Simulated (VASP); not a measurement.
# Pt: single point with LDA

The system is Pt.

```
Pt
1.0
    -2.25716    1.67005    1.67005
     1.67005   -2.25716    1.67005
     1.67005    1.67005   -2.25716
Pt
1
Cartesian
  0.0000 0.0000 0.0000
```

```json
{"Program": "VASP 6.6.1", "Task": "single point", "Functional": "LDA", "Potentials or basis": "VASP PAW LDA potentials, release 64 (Pt_sv_GW)", "Cutoff": "570 eV", "k mesh": "22 × 22 × 22", "Occupations": "gaussian, width 0.15 eV", "Spin": "no spin polarisation", "Dipole correction": "no", "Further INCAR settings": "ALGO = Normal; EDIFF = 1e-06; NBANDS = 15"}
```

```yaml
Pressure: 183.9 GPa
Band_gap_on_the_k_mesh: zero (bands 9 and 10 overlap by 7.11 eV)
```

Stress tensor (GPa, compression positive):
```
183.88 183.15 183.15
183.15 183.88 183.15
183.15 183.15 183.88
```

Levels at points of the mesh, in eV from the Fermi level:
```csv
k point,band 5,band 6,band 7,band 8,band 9,band 10,band 11,band 12,band 13,band 14
"(0.00, 0.00, 0.00)",-13.78,-9.45,-5.75,-5.75,2.68,2.68,10.69,12.21,12.21,20.18
"(0.50, 0.00, 0.00)",-11.11,-10.69,-2.29,-1.78,0.24,4.56,12.53,15.29,15.77,20.27
"(0.50, 0.50, 0.00)",-13.80,-7.48,-3.83,-2.30,-1.37,2.70,2.79,6.92,15.15,21.42
"(0.50, 0.50, 0.50)",-11.19,-11.19,-1.70,-1.70,2.20,9.35,9.35,10.37,16.09,16.09
```

Run time: 5.2 min on 1 thread of Intel(R) Xeon(R) Platinum 8375C CPU @ 2.90GHz (Ice Lake), with other jobs on the host, peak memory 0.41 GiB.

Caveat: atoms lie so close that the PAW spheres overlap strongly, which falsifies energies and pressures; the cell stands under pressure; spin-orbit coupling is left out, which moves the levels of the heavy elements.
